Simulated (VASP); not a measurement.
# NaI (Fm-3m) in VASP: a series of runs, part 2 of 2

VASP 6.6.1. Earlier steps stand in the parts before.

## 3. Single point, LDA

This run uses another cell than the first one, of 33.90 Å³/atom, 0.943 times its volume.

INCAR reads:

```
SYSTEM = NaI
  ALGO = Normal
  EDIFF = 1E-6
  ENCUT = 520
  GGA = CA
  ISIF = 2
  ISMEAR = -1
  LASPH = .True.
  LCHARG = .False.
  LREAL = .False.
  LWAVE = .False.
  NBANDS = 14
  NELM = 60
  PREC = Accurate
  SIGMA = 0.05
```

KPOINTS reads:

```
k-points
0
Gamma
  4 4 4
  0 0 0
```

POSCAR reads:

```
NaI
1.0
    0.0000000000      3.2364000000      3.2364000000
    3.2364000000      0.0000000000      3.2364000000
    3.2364000000      3.2364000000      0.0000000000
I Na
1 1
Direct
    0.5000000000      0.5000000000      0.5000000000
    0.0000000000      0.0000000000      0.0000000000
```

Potentials or basis: VASP PAW LDA potentials, release 64 (I, Na_pv).

On the command line:

```bash
> cat potpaw_LDA.64/I/POTCAR potpaw_LDA.64/Na_pv/POTCAR > POTCAR
> mpirun -np 1 vasp_std > vasp.out
```

OUTCAR:

```text
SYSTEM = NaI
   EDIFF = 1E-6
   ENCUT = 520
   GGA = CA
   ISIF = 2
   ISMEAR = -1
   LASPH = .True.
   LREAL = .False.
   NELM = 60
   PREC = Accurate

 ion  position               nearest neighbor table
   1  0.500  0.500  0.500-
   2  0.000  0.000  0.000-

  LATTYP: Found a face centered cubic cell.
 ALAT       =     6.4728000000

  Lattice vectors:

 A1 = (   0.0000000000,   3.2364000000,   3.2364000000)
 A2 = (   3.2364000000,   0.0000000000,   3.2364000000)
 A3 = (   3.2364000000,   3.2364000000,   0.0000000000)

Analysis of symmetry for initial positions (statically):
=====================================================================
 Subroutine PRICEL returns:
 Original cell was already a primitive cell.

 Routine SETGRP: Setting up the symmetry group for a
 face centered cubic supercell.

 Subroutine GETGRP returns: Found 48 space group operations
 (whereof 48 operations were pure point group operations)
 out of a pool of 48 trial point group operations.

The static configuration has the point symmetry O_h .

Analysis of symmetry for dynamics (positions and initial velocities):
=====================================================================
 Subroutine PRICEL returns:
 Original cell was already a primitive cell.

 Routine SETGRP: Setting up the symmetry group for a
 face centered cubic supercell.

 Subroutine GETGRP returns: Found 48 space group operations
 (whereof 48 operations were pure point group operations)
 out of a pool of 48 trial point group operations.

The dynamic configuration has the point symmetry O_h .

 Subroutine INISYM returns: Found 48 space group operations
 (whereof 48 operations are pure point group operations),
 and found     1 'primitive' translations

----------------------------------------------------------------------------------------

                                     Primitive cell

  volume of cell :      67.7980

  direct lattice vectors                    reciprocal lattice vectors
     0.000000000  3.236400000  3.236400000    -0.154492646  0.154492646  0.154492646
     3.236400000  0.000000000  3.236400000     0.154492646 -0.154492646  0.154492646
     3.236400000  3.236400000  0.000000000     0.154492646  0.154492646 -0.154492646

  length of vectors
     4.576960773  4.576960773  4.576960773     0.267589113  0.267589113  0.267589113

  position of ions in fractional coordinates (direct lattice)
     0.500000000  0.500000000  0.500000000
     0.000000000  0.000000000  0.000000000

  ion indices of the primitive-cell ions
   primitive index   ion index
                 1           1
                 2           2

----------------------------------------------------------------------------------------

 KPOINTS: k-points

Automatic generation of k-mesh.
 Grid dimensions read from file:
 generate k-points for:    4    4    4

 Generating k-lattice:

  Cartesian coordinates                     Fractional coordinates (reciprocal lattice)
    -0.038623162  0.038623162  0.038623162     0.250000000  0.000000000  0.000000000
     0.038623162 -0.038623162  0.038623162     0.000000000  0.250000000  0.000000000
     0.038623162  0.038623162 -0.038623162     0.000000000  0.000000000  0.250000000

  Length of vectors
     0.066897278  0.066897278  0.066897278

  Shift w.r.t. Gamma in fractional coordinates (k-lattice)
     0.000000000  0.000000000  0.000000000

 Subroutine IBZKPT returns following result:
 ===========================================

 Found      8 irreducible k-points:

 Following reciprocal coordinates:
            Coordinates               Weight
  0.000000  0.000000  0.000000      1.000000
  0.250000  0.000000  0.000000      8.000000
  0.500000  0.000000  0.000000      4.000000
  0.250000  0.250000  0.000000      6.000000
  0.500000  0.250000  0.000000     24.000000
 -0.250000  0.250000  0.000000     12.000000
  0.500000  0.500000  0.000000      3.000000
 -0.250000  0.500000  0.250000      6.000000
   k-points           NKPTS =      8   k-points in BZ     NKDIM =      8   number of bands    NBANDS=     14
   number of dos      NEDOS =    301   number of ions     NIONS =      2
   total plane-waves  NPLWV =  46656
   dimension x,y,z NGX =    36 NGY =   36 NGZ =   36
   dimension x,y,z NGXF=    72 NGYF=   72 NGZF=   72
   ions per type =               1   1
   NGX,Y,Z   is equivalent  to a cutoff of  13.08, 13.08, 13.08 a.u.
   NGXF,Y,Z  is equivalent  to a cutoff of  26.15, 26.15, 26.15 a.u.
 SYSTEM =  NaI
   PREC   = accura    normal or accurate (medium, high low for compatibility)
   ISTART =      0    job   : 0-new  1-cont  2-samecut
   ICHARG =      2    charge: 1-file 2-atom 10-const
   ISPIN  =      1    spin polarized calculation?
   LNONCOLLINEAR =      F non collinear calculations
   LSORBIT =      F    spin-orbit coupling
   LASPH  =      T    aspherical Exc in radial PAW
   ENCUT  =  520.0 eV  38.22 Ry    6.18 a.u.   8.51  8.51  8.51*2*pi/ulx,y,z
   NELM   =     60;   NELMIN=  2; NELMDL= -5     # of ELM steps
   EDIFF  = 0.1E-05   stopping-criterion for ELM
   LREAL  =      F    real-space projection
   EDIFFG = 0.1E-04   stopping-criterion for IOM
   NSW    =      0    number of steps for IOM
   IBRION =     -1    ionic relax: 0-MD 1-quasi-New 2-CG
   NFREE  =      0    steps in history (QN), initial steepest desc. (CG)
   ISIF   =      2    stress and relaxation
   ISYM   =      2    0-nonsym 1-usesym 2-fastsym
   POTIM  = 0.5000    time-step for ionic-motion
   TEBEG  =    0.0;   TEEND  =   0.0 temperature during run
   PSTRESS=    0.0 pullay stress
   NELECT =      14.0000    total number of electrons
   NUPDOWN=      -1.0000    fix difference up-down
   EMIN   =  10.00;   EMAX   =-10.00  energy-range for DOS
   EFERMI =   0.00;   METHOD = LEGACY
   ISMEAR =    -1;   SIGMA  =   0.05  broadening in eV -4-tet -1-fermi 0-gaus
   EFERMI_NEDOS =   21; number of points for ismear=-14 and -15
   IALGO  =     38    algorithm
   IMIX   =      4    mixing-type and parameters
     AMIX     =   0.40;   BMIX     =  1.00
     AMIX_MAG =   1.60;   BMIX_MAG =  1.00
  volume/ion in A,a.u.               =      33.90       228.76
  Fermi-wavevector in a.u.,A,eV,Ry     =   0.967636  1.828567 12.739397  0.936319
  Thomas-Fermi vector in A             =   2.097538
   LORBIT       =      0    0 simple, 1 ext, 2 COOP (PROOUT), +10 PAW based schemes
   GGA     = CA    functional components
   LHFCALC =     F    Hartree Fock is set to
   AEXX    =    0.0000 exact exchange contribution
   IVDW    =     0    specifies the selected vdW correction
   LEPSILON=     F    determine dielectric tensor
   LRPA    =     F    only Hartree local field effects (RPA)
 non-spin polarized calculation
  energy-cutoff  :      520.00
  volume of cell :       67.80
 maximum number of plane-waves:      1850
 NGX is ok and might be reduce to    36
   NGX = 17   NGY = 17   NGZ = 17

 number of electron      14.0000001 magnetization

 Free energy of the ion-electron system (eV)
  ---------------------------------------------------
  ext. energy  EPLUGINS =         0.00000000
  ---------------------------------------------------
  free energy    TOTEN  =        -5.97509592 eV

  energy without entropy =       -5.97509592  energy(sigma->0) =       -5.97509592

 E-fermi :   1.7965     XC(G=0):  -8.0984

 val. band max:        0.6248042044   @ k =   0.0000   0.0000   0.0000
 cond. band min:       3.9661287212   @ k =   0.0000   0.0000   0.0000
 fundamental gap:      3.3413245168
 Fermi energy:         1.7964947325

 k-point     1 :       0.0000    0.0000    0.0000
  band No.  band energies     occupation
      1     -21.7726      2.00000
      2     -21.7726      2.00000
      3     -21.7726      2.00000
      4     -10.4576      2.00000
      5       0.6248      2.00000
      6       0.6248      2.00000
      7       0.6248      2.00000
      8       3.9661      0.00000
      9       8.4177      0.00000
     10       8.4177      0.00000
     11       8.4177      0.00000
     12      10.2873      0.00000
     13      10.2873      0.00000
     14      10.8128      0.00000
[... 105 lines left out ...]
      1     -21.7755      2.00000
      2     -21.7755      2.00000
      3     -21.7745      2.00000
      4     -10.0542      2.00000
      5      -0.8242      2.00000
      6      -0.8242      2.00000
      7      -0.3418      2.00000
      8       6.2429      0.00000
      9       7.9328      0.00000
     10       7.9328      0.00000
     11       8.3069      0.00000
     12      12.3419      0.00000
     13      12.3419      0.00000
     14      13.1923      0.00000

------------------------ aborting loop because EDIFF is reached ----------------------------------------

  FORCE on cell =-STRESS in cart. coord.  units (eV):
  Direction    XX          YY          ZZ          XY          YZ          ZX
  --------------------------------------------------------------------------------------
  -------------------------------------------------------------------------------------
  Total       -0.6589908     -0.6589908     -0.6589908      0.0000000      0.0000000      0.0000000
  in kB      -15.5730376    -15.5730376    -15.5730376      0.0000000      0.0000000      0.0000000
  external PRESSURE =     -15.5730376 kB  Pullay stress =       0.0000000 kB

 VOLUME and BASIS-vectors are now :
 -----------------------------------------------------------------------------
  energy-cutoff  :      520.00
  volume of cell :       67.80
      direct lattice vectors                 reciprocal lattice vectors
     0.000000000  3.236400000  3.236400000    -0.154492646  0.154492646  0.154492646
     3.236400000  0.000000000  3.236400000     0.154492646 -0.154492646  0.154492646
     3.236400000  3.236400000  0.000000000     0.154492646  0.154492646 -0.154492646

 POSITION                                       TOTAL-FORCE (eV/Angst)
 -----------------------------------------------------------------------------------
      3.23640      3.23640      3.23640         0.000000      0.000000     -0.000000
      0.00000      0.00000      0.00000        -0.000000     -0.000000      0.000000
 -----------------------------------------------------------------------------------
    total drift:                                0.000000      0.000000      0.000000

  FREE ENERGIE OF THE ION-ELECTRON SYSTEM (eV)
  ---------------------------------------------------
  free  energy   TOTEN  =        -5.9750959200 eV

  energy  without entropy=       -5.9750959200  energy(sigma->0) =       -5.97509592
```

OSZICAR:

```text
N       E                     dE             d eps       ncg     rms          rms(c)
DAV:   1     0.797040349719E+02    0.79704E+02   -0.63503E+03   224   0.869E+02
DAV:   2     0.670507843051E-02   -0.79697E+02   -0.73977E+02   230   0.212E+02
DAV:   3    -0.590793660709E+01   -0.59146E+01   -0.58690E+01   290   0.582E+01
DAV:   4    -0.605168598595E+01   -0.14375E+00   -0.14372E+00   278   0.910E+00
DAV:   5    -0.605460809389E+01   -0.29221E-02   -0.29221E-02   310   0.118E+00    0.161E+00
DAV:   6    -0.599050375413E+01    0.64104E-01   -0.61302E-02   254   0.162E+00    0.105E+00
DAV:   7    -0.597558397694E+01    0.14920E-01   -0.44786E-02   290   0.117E+00    0.499E-01
DAV:   8    -0.597514614121E+01    0.43784E-03   -0.30802E-03   254   0.476E-01    0.103E-01
DAV:   9    -0.597509683493E+01    0.49306E-04   -0.13781E-04   296   0.114E-01    0.343E-02
DAV:  10    -0.597509602036E+01    0.81457E-06   -0.19859E-05   284   0.487E-02    0.535E-03
DAV:  11    -0.597509591998E+01    0.10038E-06   -0.86744E-07   228   0.118E-02
   1 F= -.59750959E+01 E0= -.59750959E+01  d E =-.100756E-10
```

Wall time 5.7 s (1 thread of AMD EPYC 7R13 (Zen 3), shared host); peak memory 0.14 GiB.

Results:

```
Free energy            : -5.9751 eV
Pressure               : -1.6 GPa
Band gap on the k mesh : 3.34 eV, direct
```

Caveat: the k points lie up to 0.42 Å⁻¹ apart; spin-orbit coupling is left out, which moves the levels of the heavy elements. A hybrid or GW would open this gap; LDA tends to underestimate it.

## 4. Single point, PBE

This run uses another cell than the first one, of 33.90 Å³/atom, 0.943 times its volume.

INCAR reads:

```
SYSTEM = NaI
PREC     = Accurate       ! precision mode
ENCUT    = 520            ! plane-wave cutoff, eV
EDIFF    = 1E-6           ! SCF threshold, eV
ISMEAR   = -1             ! smearing method
SIGMA    = 0.05           ! smearing width, eV
LREAL    = .False.        ! projectors in reciprocal space
LASPH    = .True.         ! aspherical terms in the spheres
NELM     = 80             ! most SCF steps
ALGO     = Normal         ! electronic algorithm
ISIF     = 2              ! what is computed and relaxed
LWAVE    = .False.        ! write WAVECAR
LCHARG   = .False.        ! write CHGCAR
GGA      = PE             ! functional
NBANDS   = 14             ! bands
```

KPOINTS reads:

```
Automatic mesh
0
Gamma
  4 4 4
  0 0 0
```

POSCAR is that of step 3.

Potentials or basis: VASP PAW PBE potentials, release 64 (I, Na_pv).

On the command line:

```bash
> cat potpaw_PBE.64/I/POTCAR potpaw_PBE.64/Na_pv/POTCAR > POTCAR
> mpirun -np 1 vasp_std > vasp.out
```

Wall time 6.7 s (1 thread of AMD EPYC 7R13 (Zen 3), shared host); peak memory 0.17 GiB.

Results (log left out):

| Quantity | Value |
| --- | --- |
| Free energy | -5.3794 eV |
| Pressure | 0.5 GPa |
| Band gap on the k mesh | 3.64 eV, direct |

Levels at points of the mesh, in eV from the valence-band top:
```tsv
k point	band 5	band 6	band 7	band 8	band 9	band 10
(0.00, 0.00, 0.00)	0.00	0.00	0.00	3.64	7.93	7.93
(0.50, 0.00, 0.00)	-2.18	-0.28	-0.28	5.09	7.44	7.44
(0.50, 0.50, 0.00)	-1.90	-0.74	-0.74	4.49	5.55	9.87
```

Caveat: the k points lie up to 0.42 Å⁻¹ apart; spin-orbit coupling is left out, which moves the levels of the heavy elements.

## 5. The runs side by side

| level | potentials or basis | cell | k mesh | gap on the mesh (eV) | pressure (GPa) |
| --- | --- | --- | --- | --- | --- |
| r2SCAN | VASP PAW PBE potentials, release 64 (I, Na_pv) | a = 4.667 Å, angles 60.0°, 2 atoms | 7 × 7 × 7 | 4.27 | -1.0 |
| LDA | VASP PAW LDA potentials, release 64 (I, Na_pv) | a = 4.577 Å, angles 60.0°, 2 atoms | 4 × 4 × 4 | 3.34 | -1.6 |
| PBE | VASP PAW PBE potentials, release 64 (I, Na_pv) | a = 4.577 Å, angles 60.0°, 2 atoms | 4 × 4 × 4 | 3.64 | 0.5 |

Alike in all rows: task single point; no spin polarisation; cutoff (eV) 520; smearing fermi-dirac 0.05 eV.

Caveats: some runs use coarse meshes; spin-orbit coupling is left out, which moves the levels of the heavy elements; the PAW data sets were made with another functional, which shifts forces and pressure a little (some runs).

Total energies depend on the potentials used, so only differences within one code and one set of settings carry meaning.
